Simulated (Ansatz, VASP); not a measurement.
# Two plane-wave programs on Y2LuN3

```xyz
6
Lattice="3.4352 0.0000 0.0000 -1.7176 2.9750 0.0000 0.0000 0.0000 8.4162" Properties=species:S:1:pos:R:3 pbc="T T T"
Y     0.0000    1.9833    5.6307
Y     1.7176    0.9917    2.7855
Lu    0.0000    0.0000    0.0000
N     0.0000    1.9833    1.3612
N     1.7176    0.9917    7.0550
N     0.0000    0.0000    4.2081
```

Change from the starting cell: species swapped into the Mg2ZnO3 type (P-3m1, No. 164).

Alike in both runs: functional PBE; k mesh 12 × 12 × 4; occupations gaussian, width 0.01 eV; no spin polarisation.

Ansatz relaxed the structure, and its values are those at the end. VASP's run is a single point on that final structure, the one shown.

```csv
,VASP,Ansatz
version,VASP 6.6.1,Ansatz 0.2.0
potentials or method,"VASP PAW PBE potentials, release 64 (Y_sv, Lu, N), cutoff 520 eV","scalar-relativistic, plane waves, PAW"
valence electrons in the cell,62,62
```

```tsv
	VASP	Ansatz	Ansatz less VASP
gap on the k mesh at the Fermi level (eV)	0.10	0.11	+0.005
least direct gap on the mesh (eV)	0.59	0.60	+0.006
pressure (GPa)	0.1	0.0	-0.07
rms of the force components (eV/Å)	0.017	0.002	-0.0158
```

The functional is the same, so the differences come from potentials, cutoffs and numerics.

Spin-orbit coupling is off throughout.
